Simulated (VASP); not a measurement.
Write the native input for VASP 6.6.1 that does the following.

* Task: single point
* Functional: HF
* Potentials or basis: VASP PAW PBE potentials, release 64 (Ga_d)
* Cutoff: 520 eV
* k mesh: 5 × 5 × 5
* Occupations: fermi-dirac, width 0.05 eV
* Spin: no spin polarisation
* Dipole correction: no
* Grid for exact exchange (PRECFOCK): Normal
* Further INCAR settings: ALGO = Normal; EDIFF = 1e-06; NBANDS = 12
* Share of exact exchange: 1

Crystal: Ga.

```
CELL_PARAMETERS angstrom
2.81137 0.00000 0.00000
0.00000 2.81137 0.00000
0.00000 0.00000 2.81137
ATOMIC_POSITIONS crystal
Ga 0.00000 0.00000 0.00000
```

This isn't the form of Ga at room conditions, which is orthorhombic.

These files were run (other wordings do the same):

POSCAR

```
Ga
1.0
    2.8113703893      0.0000000000      0.0000000000
    0.0000000000      2.8113703893      0.0000000000
    0.0000000000      0.0000000000      2.8113703893
Ga
1
Direct
    0.0000000000      0.0000000000      0.0000000000
```

INCAR.step1

```
SYSTEM = Ga
ALGO = Normal
EDIFF = 1E-5
ENCUT = 520
GGA = PE
ISIF = 2
ISMEAR = -1
LASPH = .True.
LREAL = .False.
LWAVE = .True.
NBANDS = 12
NELM = 80
PREC = Accurate
SIGMA = 0.05
```

INCAR.step2

```
SYSTEM = Ga
AEXX = 1.0
AGGAC = 0.0
ALDAC = 0.0
ALGO = Normal
EDIFF = 1E-6
ENCUT = 520
GGA = PE
ISIF = 2
ISMEAR = -1
ISTART = 1
LASPH = .True.
LCHARG = .True.
LELF = .True.
LHFCALC = .True.
LREAL = .False.
LVHAR = .True.
LWAVE = .False.
NBANDS = 12
NELM = 80
PREC = Accurate
PRECFOCK = Normal
SIGMA = 0.05
```

KPOINTS

```
k-points
0
Gamma
  5 5 5
  0 0 0
```

Potentials or basis: VASP PAW PBE potentials, release 64 (Ga_d).

Command:

```console
$ cat potpaw_PBE.64/Ga_d/POTCAR > POTCAR
$ cp INCAR.step1 INCAR
$ mpirun -np 1 vasp_std > vasp.out
$ cp INCAR.step2 INCAR
$ mpirun -np 1 vasp_std > vasp.out
```

It gave:

* Pressure: -0.4 GPa
* Band gap on the k mesh: zero (an odd number of electrons rules out a gap without spin polarisation)

Caveat: the k points lie up to 0.45 Å⁻¹ apart, too coarse for converged energies and pressures of a metal; the PAW data sets were made with another functional, which shifts forces and pressure a little.

Run time: 100 s on 1 thread of Intel(R) Xeon(R) Platinum 8488C (Sapphire Rapids), on a shared host, peak memory 0.14 GiB.
